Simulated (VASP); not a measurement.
# WSe2 (P-3m1) in VASP: notebook

The runs below take WSe2 through single point, with PBE+D3(BJ).

All numbers are computed with VASP 6.6.1; they aren't measurements. Logs are shortened: lines on timing, memory, paths and dates and some standing lists are left out, and cuts for length are marked.

## 1. The cell of the first run

The typed cell holds 6 atoms: a = 3.279 Å, b = 3.279 Å, c = 12.969 Å, α = 90.00°, β = 90.00°, γ = 120.00°.

## 2. Single point, PBE+D3(BJ)

File INCAR:

```
PREC = Accurate ; ENCUT = 520
EDIFF = 1E-7 ; ISMEAR = 0
SIGMA = 0.02 ; LREAL = False
LASPH = True ; NELM = 80
ALGO = Normal ; ISIF = 2
LWAVE = False ; LCHARG = False
GGA = PE ; IVDW = 12
NBANDS = 35
```

File KPOINTS:

```
Automatic mesh
0
Gamma
  12 12 1
```

File POSCAR:

```
WSe2
1.0
    3.2785070610      0.0000000000      0.0000000000
   -1.6392535305      2.8392704013      0.0000000000
    0.0000000000      0.0000000000     12.9692331309
W Se
2 4
Direct
    0.6666666667      0.3333333333      0.2501166466
    0.3333333333      0.6666666667      0.7498833534
    0.3333333333      0.6666666667      0.3800234542
    0.6666666667      0.3333333333      0.8797929987
    0.3333333333      0.6666666667      0.1202070013
    0.6666666667      0.3333333333      0.6199765458
```

Potentials or basis: VASP PAW PBE potentials, release 64 (W_sv, Se).

Run with:

```console
$ cat potpaw_PBE.64/W_sv/POTCAR potpaw_PBE.64/Se/POTCAR > POTCAR
$ mpirun -np 1 vasp_std > vasp.out
```

OUTCAR:

```text
PREC = Accurate
   ENCUT = 520
   EDIFF = 1E-7
   ISMEAR = 0
   LREAL = False
   LASPH = True
   NELM = 80
   ISIF = 2
   GGA = PE
   IVDW = 12
 IVDW          = 12

 ion  position               nearest neighbor table
   1  0.667  0.333  0.250-   3 2.53   3 2.53   3 2.53   5 2.53   5 2.53   5 2.53
   2  0.333  0.667  0.750-   6 2.53   6 2.53   6 2.53   4 2.53   4 2.53   4 2.53
   3  0.333  0.667  0.380-   1 2.53   1 2.53   1 2.53
   4  0.667  0.333  0.880-   2 2.53   2 2.53   2 2.53
   5  0.333  0.667  0.120-   1 2.53   1 2.53   1 2.53
   6  0.667  0.333  0.620-   2 2.53   2 2.53   2 2.53

  LATTYP: Found a hexagonal cell.
 ALAT       =     3.2785070610
 C/A-ratio  =     3.9558350461

  Lattice vectors:

 A1 = (   3.2785070610,   0.0000000000,   0.0000000000)
 A2 = (  -1.6392535305,   2.8392704013,   0.0000000000)
 A3 = (   0.0000000000,   0.0000000000,  12.9692331309)

Analysis of symmetry for initial positions (statically):
=====================================================================
 Subroutine PRICEL returns:
 Original cell was already a primitive cell.

 Routine SETGRP: Setting up the symmetry group for a
 hexagonal supercell.

 Subroutine GETGRP returns: Found 12 space group operations
 (whereof 12 operations were pure point group operations)
 out of a pool of 24 trial point group operations.

The static configuration has the point symmetry D_3d.

Analysis of symmetry for dynamics (positions and initial velocities):
=====================================================================
 Subroutine PRICEL returns:
 Original cell was already a primitive cell.

 Routine SETGRP: Setting up the symmetry group for a
 hexagonal supercell.

 Subroutine GETGRP returns: Found 12 space group operations
 (whereof 12 operations were pure point group operations)
 out of a pool of 24 trial point group operations.

The dynamic configuration has the point symmetry D_3d.

 Subroutine INISYM returns: Found 12 space group operations
 (whereof 12 operations are pure point group operations),
 and found     1 'primitive' translations

----------------------------------------------------------------------------------------

                                     Primitive cell

  volume of cell :     120.7250

  direct lattice vectors                    reciprocal lattice vectors
     3.278507061  0.000000000  0.000000000     0.305016882  0.176101579  0.000000000
    -1.639253531  2.839270401  0.000000000     0.000000000  0.352203157  0.000000000
     0.000000000  0.000000000 12.969233131     0.000000000  0.000000000  0.077105561

  length of vectors
     3.278507061  3.278507061 12.969233131     0.352203157  0.352203157  0.077105561

  position of ions in fractional coordinates (direct lattice)
     0.666666667  0.333333333  0.250116647
     0.333333333  0.666666667  0.749883353
     0.333333333  0.666666667  0.380023454
     0.666666667  0.333333333  0.879792999
     0.333333333  0.666666667  0.120207001
     0.666666667  0.333333333  0.619976546

  ion indices of the primitive-cell ions
   primitive index   ion index
                 1           1
                 2           2
                 3           3
                 4           4
                 5           5
                 6           6

----------------------------------------------------------------------------------------

 KPOINTS: Automatic mesh

Automatic generation of k-mesh.
 Grid dimensions read from file:
 generate k-points for:   12   12    1

 Generating k-lattice:

  Cartesian coordinates                     Fractional coordinates (reciprocal lattice)
     0.025418073  0.014675132  0.000000000     0.083333333  0.000000000  0.000000000
     0.000000000  0.029350263  0.000000000     0.000000000  0.083333333  0.000000000
     0.000000000  0.000000000  0.077105561     0.000000000  0.000000000  1.000000000

  Length of vectors
     0.029350263  0.029350263  0.077105561

  Shift w.r.t. Gamma in fractional coordinates (k-lattice)
     0.000000000  0.000000000  0.000000000

 Subroutine IBZKPT returns following result:
 ===========================================

 Found     19 irreducible k-points:

 Following reciprocal coordinates:
            Coordinates               Weight
  0.000000  0.000000  0.000000      1.000000
  0.083333 -0.000000  0.000000      6.000000
  0.166667 -0.000000  0.000000      6.000000
  0.250000 -0.000000  0.000000      6.000000
  0.333333 -0.000000  0.000000      6.000000
  0.416667 -0.000000  0.000000      6.000000
[... 11 lines left out ...]
  0.333333  0.250000  0.000000     12.000000
  0.333333  0.333333  0.000000      2.000000
   k-points           NKPTS =     19   k-points in BZ     NKDIM =     19   number of bands    NBANDS=     35
   number of dos      NEDOS =    301   number of ions     NIONS =      6
   total plane-waves  NPLWV =  55296
   dimension x,y,z NGX =    24 NGY =   24 NGZ =   96
   dimension x,y,z NGXF=    48 NGYF=   48 NGZF=  192
   ions per type =               2   4
   NGX,Y,Z   is equivalent  to a cutoff of  12.17, 12.17, 12.31 a.u.
   NGXF,Y,Z  is equivalent  to a cutoff of  24.34, 24.34, 24.61 a.u.
 SYSTEM =  unknown system
   PREC   = accura    normal or accurate (medium, high low for compatibility)
   ISTART =      0    job   : 0-new  1-cont  2-samecut
   ICHARG =      2    charge: 1-file 2-atom 10-const
   ISPIN  =      1    spin polarized calculation?
   LNONCOLLINEAR =      F non collinear calculations
   LSORBIT =      F    spin-orbit coupling
   LASPH  =      T    aspherical Exc in radial PAW
   ENCUT  =  520.0 eV  38.22 Ry    6.18 a.u.   6.10  6.10 24.11*2*pi/ulx,y,z
   NELM   =     80;   NELMIN=  2; NELMDL= -5     # of ELM steps
   EDIFF  = 0.1E-06   stopping-criterion for ELM
   LREAL  =      F    real-space projection
   EDIFFG = 0.1E-05   stopping-criterion for IOM
   NSW    =      0    number of steps for IOM
   IBRION =     -1    ionic relax: 0-MD 1-quasi-New 2-CG
   NFREE  =      0    steps in history (QN), initial steepest desc. (CG)
   ISIF   =      2    stress and relaxation
   ISYM   =      2    0-nonsym 1-usesym 2-fastsym
   POTIM  = 0.5000    time-step for ionic-motion
   TEBEG  =    0.0;   TEEND  =   0.0 temperature during run
   PSTRESS=    0.0 pullay stress
   NELECT =      52.0000    total number of electrons
   NUPDOWN=      -1.0000    fix difference up-down
   EMIN   =  10.00;   EMAX   =-10.00  energy-range for DOS
   EFERMI =   0.00;   METHOD = LEGACY
   ISMEAR =     0;   SIGMA  =   0.02  broadening in eV -4-tet -1-fermi 0-gaus
   EFERMI_NEDOS =   21; number of points for ismear=-14 and -15
   IALGO  =     38    algorithm
   IMIX   =      4    mixing-type and parameters
     AMIX     =   0.40;   BMIX     =  1.00
     AMIX_MAG =   1.60;   BMIX_MAG =  1.00
  volume/ion in A,a.u.               =      20.12       135.78
  Fermi-wavevector in a.u.,A,eV,Ry     =   1.236356  2.336374 20.797542  1.528576
  Thomas-Fermi vector in A             =   2.370968
   LORBIT       =      0    0 simple, 1 ext, 2 COOP (PROOUT), +10 PAW based schemes
   GGA     = PE    functional components
   LHFCALC =     F    Hartree Fock is set to
   AEXX    =    0.0000 exact exchange contribution
   IVDW    =    12    specifies the selected vdW correction
   LEPSILON=     F    determine dielectric tensor
   LRPA    =     F    only Hartree local field effects (RPA)
 non-spin polarized calculation
 Gauss-broadening in eV      SIGMA  =   0.02
  energy-cutoff  :      520.00
  volume of cell :      120.72
 maximum number of plane-waves:      3288
   NGX = 13   NGY = 13   NGZ = 49

 number of electron      51.9999991 magnetization

 Free energy of the ion-electron system (eV)
  ---------------------------------------------------
  ext. energy  EPLUGINS =         0.00000000
  ---------------------------------------------------
  free energy    TOTEN  =       -43.06864802 eV

  energy without entropy =      -43.06864802  energy(sigma->0) =      -43.06864802

 E-fermi :   6.5149     XC(G=0): -10.8002

 val. band max:        6.3159975702   @ k =   0.0000   0.0000   0.0000
 cond. band min:       7.2776412247   @ k =   0.1667   0.1667   0.0000
 fundamental gap:      0.9616436545
 Fermi energy:         6.5148572428

 k-point     1 :       0.0000    0.0000    0.0000
  band No.  band energies     occupation
      1     -67.9764      2.00000
      2     -67.9763      2.00000
      3     -32.2260      2.00000
      4     -32.2260      2.00000
      5     -32.0897      2.00000
      6     -32.0897      2.00000
[... 27 lines left out ...]
     34       9.3012      0.00000
     35      10.9012      0.00000

 k-point     2 :       0.0833   -0.0000    0.0000
  band No.  band energies     occupation
      1     -67.9757      2.00000
      2     -67.9756      2.00000
      3     -32.2229      2.00000
      4     -32.2229      2.00000
      5     -32.1060      2.00000
      6     -32.1060      2.00000
[... 27 lines left out ...]
     34       9.2740      0.00000
     35      11.5209      0.00000

 k-point     3 :       0.1667   -0.0000    0.0000
  band No.  band energies     occupation
      1     -67.9737      2.00000
      2     -67.9737      2.00000
      3     -32.2144      2.00000
      4     -32.2144      2.00000
      5     -32.1504      2.00000
      6     -32.1504      2.00000
[... 27 lines left out ...]
     34       9.7270      0.00000
     35      12.4266      0.00000
[... 533 lines left out ...]
 k-point    18 :       0.3333    0.2500    0.0000
  band No.  band energies     occupation
      1     -67.9646      2.00000
      2     -67.9646      2.00000
      3     -32.2874      2.00000
      4     -32.2874      2.00000
      5     -32.2156      2.00000
      6     -32.2156      2.00000
[... 27 lines left out ...]
     34      11.2433      0.00000
     35      11.5278      0.00000

 k-point    19 :       0.3333    0.3333    0.0000
  band No.  band energies     occupation
      1     -67.9642      2.00000
      2     -67.9642      2.00000
      3     -32.2685      2.00000
      4     -32.2685      2.00000
      5     -32.2445      2.00000
      6     -32.2445      2.00000
[... 27 lines left out ...]
     34      11.0061      0.00000
     35      11.7515      0.00000

------------------------ aborting loop because EDIFF is reached ----------------------------------------

 Edisp (eV)   -2.81144

 E8    (eV) :    -1.2539

  FORCE on cell =-STRESS in cart. coord.  units (eV):
  Direction    XX          YY          ZZ          XY          YZ          ZX
  --------------------------------------------------------------------------------------
  -------------------------------------------------------------------------------------
  Total       0.21320     0.21320     0.29781    -0.00000     0.00000    -0.00000
  in kB       2.82940     2.82940     3.95231    -0.00000     0.00000    -0.00000
  external pressure =        3.20 kB  Pullay stress =        0.00 kB

 VOLUME and BASIS-vectors are now :
 -----------------------------------------------------------------------------
  energy-cutoff  :      520.00
  volume of cell :      120.72
      direct lattice vectors                 reciprocal lattice vectors
     3.278507061  0.000000000  0.000000000     0.305016882  0.176101579  0.000000000
    -1.639253531  2.839270401  0.000000000     0.000000000  0.352203157  0.000000000
     0.000000000  0.000000000 12.969233131     0.000000000  0.000000000  0.077105561

 POSITION                                       TOTAL-FORCE (eV/Angst)
 -----------------------------------------------------------------------------------
      1.63925      0.94642      3.24382         0.000000     -0.000000     -0.001084
     -0.00000      1.89285      9.72541        -0.000000      0.000000      0.001084
     -0.00000      1.89285      4.92861         0.000000      0.000000      0.048457
      1.63925      0.94642     11.41024        -0.000000      0.000000      0.050149
     -0.00000      1.89285      1.55899        -0.000000     -0.000000     -0.050149
      1.63925      0.94642      8.04062        -0.000000     -0.000000     -0.048457
 -----------------------------------------------------------------------------------
    total drift:                               -0.000000      0.000000     -0.000000

  FREE ENERGIE OF THE ION-ELECTRON SYSTEM (eV)
  ---------------------------------------------------
  free  energy   TOTEN  =       -45.8800918609 eV

  energy  without entropy=      -45.8800918609  energy(sigma->0) =      -45.88009186
```

Wall time 53 s (1 thread of AMD EPYC 9R45 (Zen 5), shared host); peak memory 0.23 GiB.

Results:

- Free energy: -45.8801 eV
- Pressure: 0.3 GPa
- Largest force: 0.050 eV/Å
- Band gap on the k mesh: 0.96 eV (least direct gap 1.58 eV)
- Dispersion energy per atom: -0.469 eV

Forces in eV/Å, atoms in the order of the input:
```
W    0.000  0.000 -0.001
W    0.000  0.000  0.001
Se   0.000  0.000  0.048
Se   0.000  0.000  0.050
Se   0.000  0.000 -0.050
Se   0.000  0.000 -0.048
```

Caveat: the k points lie up to 0.48 Å⁻¹ apart; spin-orbit coupling is left out, which moves the levels of the heavy elements.

## 3. Single point, PBE+D3(BJ)

This run uses another cell than the first one, of 19.85 Å³/atom.

File INCAR:

```
SYSTEM = WSe2
PREC = Accurate
ENCUT = 520
EDIFF = 1E-6
ISMEAR = 0
SIGMA = 0.02
LREAL = .FALSE.
LASPH = .TRUE.
NELM = 100
ALGO = Normal
ISIF = 2
LWAVE = .FALSE.
LCHARG = .FALSE.
GGA = PE
IVDW = 12
NBANDS = 35
```

File KPOINTS:

```
Automatic mesh
0
G
  12 12 2
  0 0 0
```

File POSCAR:

```
WSe2
1.0
    3.2789845936      0.0000000000      0.0000000000
   -1.6394922968      2.8396839567      0.0000000000
    0.0000000000      0.0000000000     12.7886254870
W Se
2 4
Direct
    0.6666666667      0.3333333333      0.2500220038
    0.3333333333      0.6666666667      0.7499779962
    0.3333333333      0.6666666667      0.3817232438
    0.6666666667      0.3333333333      0.8816792957
    0.3333333333      0.6666666667      0.1183207043
    0.6666666667      0.3333333333      0.6182767562
```

Potentials or basis: VASP PAW PBE potentials, release 64 (W_sv, Se).

Run with:

```console
$ cat potpaw_PBE.64/W_sv/POTCAR potpaw_PBE.64/Se/POTCAR > POTCAR
$ mpirun -np 1 vasp_std > vasp.out
```

OUTCAR:

```text
SYSTEM = WSe2
   PREC = Accurate
   ENCUT = 520
   EDIFF = 1E-6
   ISMEAR = 0
   LREAL = .FALSE.
   LASPH = .TRUE.
   NELM = 100
   ISIF = 2
   GGA = PE
   IVDW = 12
 IVDW          = 12

 ion  position               nearest neighbor table
   1  0.667  0.333  0.250-   3 2.53   3 2.53   3 2.53   5 2.53   5 2.53   5 2.53
   2  0.333  0.667  0.750-   6 2.53   6 2.53   6 2.53   4 2.53   4 2.53   4 2.53
   3  0.333  0.667  0.382-   1 2.53   1 2.53   1 2.53
   4  0.667  0.333  0.882-   2 2.53   2 2.53   2 2.53
   5  0.333  0.667  0.118-   1 2.53   1 2.53   1 2.53
   6  0.667  0.333  0.618-   2 2.53   2 2.53   2 2.53

  LATTYP: Found a hexagonal cell.
 ALAT       =     3.2789845936
 C/A-ratio  =     3.9001785833

  Lattice vectors:

 A1 = (   3.2789845936,   0.0000000000,   0.0000000000)
 A2 = (  -1.6394922968,   2.8396839567,   0.0000000000)
 A3 = (   0.0000000000,   0.0000000000,  12.7886254870)

Analysis of symmetry for initial positions (statically):
=====================================================================
 Subroutine PRICEL returns:
 Original cell was already a primitive cell.

 Routine SETGRP: Setting up the symmetry group for a
 hexagonal supercell.

 Subroutine GETGRP returns: Found 12 space group operations
[... 179 lines left out ...]

 k-point     1 :       0.0000    0.0000    0.0000
  band No.  band energies     occupation
      1     -67.8184      2.00000
      2     -67.8183      2.00000
      3     -32.0691      2.00000
      4     -32.0691      2.00000
      5     -31.9321      2.00000
      6     -31.9321      2.00000
[... 901 lines left out ...]
     34      10.4343      0.00000
     35      12.0522      0.00000

 [... further k-points ...]

------------------------ aborting loop because EDIFF is reached ----------------------------------------

 Edisp (eV)   -2.85291

 E8    (eV) :    -1.2725

  FORCE on cell =-STRESS in cart. coord.  units (eV):
  Direction    XX          YY          ZZ          XY          YZ          ZX
  --------------------------------------------------------------------------------------
  -------------------------------------------------------------------------------------
  Total       0.21288     0.21288     0.30456     0.00000    -0.00000     0.00000
  in kB       2.86428     2.86428     4.09776     0.00000    -0.00000     0.00000
  external pressure =        3.28 kB  Pullay stress =        0.00 kB

 VOLUME and BASIS-vectors are now :
 -----------------------------------------------------------------------------
  energy-cutoff  :      520.00
  volume of cell :      119.08
      direct lattice vectors                 reciprocal lattice vectors
     3.278984594  0.000000000  0.000000000     0.304972461  0.176075932  0.000000000
    -1.639492297  2.839683957  0.000000000     0.000000000  0.352151865  0.000000000
     0.000000000  0.000000000 12.788625487     0.000000000  0.000000000  0.078194486

 POSITION                                       TOTAL-FORCE (eV/Angst)
 -----------------------------------------------------------------------------------
      1.63949      0.94656      3.19744         0.000000      0.000000     -0.000143
     -0.00000      1.89312      9.59119        -0.000000     -0.000000      0.000143
     -0.00000      1.89312      4.88172        -0.000000     -0.000000      0.048732
      1.63949      0.94656     11.27547        -0.000000     -0.000000      0.049295
     -0.00000      1.89312      1.51316         0.000000      0.000000     -0.049295
      1.63949      0.94656      7.90691         0.000000     -0.000000     -0.048732
 -----------------------------------------------------------------------------------
    total drift:                               -0.000000      0.000000      0.000000

  FREE ENERGIE OF THE ION-ELECTRON SYSTEM (eV)
  ---------------------------------------------------
  free  energy   TOTEN  =       -45.9306248372 eV

  energy  without entropy=      -45.9306248372  energy(sigma->0) =      -45.93062484
```

OSZICAR:

```text
N       E                     dE             d eps       ncg     rms          rms(c)
DAV:   1     0.503924868346E+03    0.50392E+03   -0.27882E+04  2908   0.145E+03
DAV:   2    -0.129942229165E+02   -0.51692E+03   -0.49963E+03  3116   0.395E+02
DAV:   3    -0.442806319566E+02   -0.31286E+02   -0.30719E+02  3260   0.908E+01
DAV:   4    -0.449651729618E+02   -0.68454E+00   -0.68099E+00  3203   0.136E+01
DAV:   5    -0.449732543008E+02   -0.80813E-02   -0.80747E-02  3200   0.164E+00    0.298E+01
DAV:   6    -0.434743614036E+02    0.14989E+01   -0.58329E+00  2951   0.160E+01    0.106E+01
DAV:   7    -0.432620277728E+02    0.21233E+00   -0.29007E+00  2859   0.814E+00    0.567E+00
DAV:   8    -0.430763999221E+02    0.18563E+00   -0.40437E-01  2956   0.437E+00    0.130E+00
DAV:   9    -0.430795879234E+02   -0.31880E-02   -0.61180E-02  3144   0.120E+00    0.942E-01
DAV:  10    -0.430777423321E+02    0.18456E-02   -0.13511E-02  2902   0.783E-01    0.130E-01
DAV:  11    -0.430777732373E+02   -0.30905E-04   -0.16805E-03  2892   0.264E-01    0.189E-01
DAV:  12    -0.430777233493E+02    0.49888E-04   -0.64964E-05  3037   0.512E-02    0.119E-01
DAV:  13    -0.430777174101E+02    0.59392E-05   -0.86567E-05  2944   0.559E-02    0.842E-03
DAV:  14    -0.430777181763E+02   -0.76625E-06   -0.58303E-06  2919   0.126E-02
   1 F= -.45930625E+02 E0= -.45930625E+02  d E =-.456666E-48
```

stdout:

```text
POSCAR found type information on POSCAR W Se
 POSCAR found :  2 types and       6 ions
 scaLAPACK will be used
 LDA part: xc-table for (Slater+PW92), standard interpolation
 POSCAR, INCAR and KPOINTS ok, starting setup
 FFT: planning ... GRIDC
 FFT: planning ... GRID_SOFT
 FFT: planning ... GRID
 WAVECAR not read
 entering main loop
```

It took 92 s on 1 thread of AMD EPYC 9R45 (Zen 5), shared host; peak memory 0.28 GiB.

Results:

| Quantity | Value |
| --- | --- |
| Free energy | -45.9306 eV |
| Pressure | 0.3 GPa |
| Largest force | 0.049 eV/Å |
| Band gap on the k mesh | 0.89 eV (least direct gap 1.56 eV) |
| Dispersion energy per atom | -0.475 eV |

Forces in eV/Å, atoms in the order of the input:
```
W    0.000  0.000  0.000
W    0.000  0.000  0.000
Se   0.000  0.000  0.049
Se   0.000  0.000  0.049
Se   0.000  0.000 -0.049
Se   0.000  0.000 -0.049
```

Stress tensor (GPa, compression positive):
```
0.29 0.00 0.00
0.00 0.29 0.00
0.00 0.00 0.41
```

Caveat: spin-orbit coupling is left out, which moves the levels of the heavy elements.
